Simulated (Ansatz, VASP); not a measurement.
Mn3Si in VASP and in Ansatz

```
Mn Si
1.0
     0.00000    2.65592    2.65592
     2.65592    0.00000    2.65592
     2.65592    2.65592    0.00000
Mn Si
3 1
Direct
  0.50000 0.50000 0.50000
  0.25000 0.25000 0.25000
  0.75000 0.75000 0.75000
  0.00000 0.00000 0.00000
```

Change from the starting cell: volume scaled by 0.8, PAW files.

Alike in both runs: task single point; functional LDA; k mesh 10 × 10 × 10; occupations fermi-dirac, width 0.05 eV; collinear spin.

```csv
,VASP,Ansatz
version,VASP 6.6.1,Ansatz 0.2.0
potentials or method,"VASP PAW LDA potentials, release 64 (Mn_pv, Si)","PAW with Ansatz's default frozen-core files, scalar-relativistic"
plane-wave cutoff (eV),520,420
valence electrons in the cell,43,49
```

Ansatz gave:

* pressure (GPa): 34.3
* net moment per atom (μB): 0.32
* size of the moment on the site where the two differ most (μB): 1.14

Question: Estimate VASP's values.

Answer: Pressure (GPa): 34.7; net moment per atom (μB): 0.30; size of the moment on the site where the two differ most (μB): 1.08.

LDA's correlation is that of Perdew and Zunger in VASP and of Perdew and Wang (1992) in Ansatz. Site moments also hang on the region over which each program counts them. Both programs put the cell under a high pressure, so it lies far from rest at this level. VASP's potentials hold 43 valence electrons a cell and Ansatz's 49, so a difference there can come from the potentials and not from the codes.
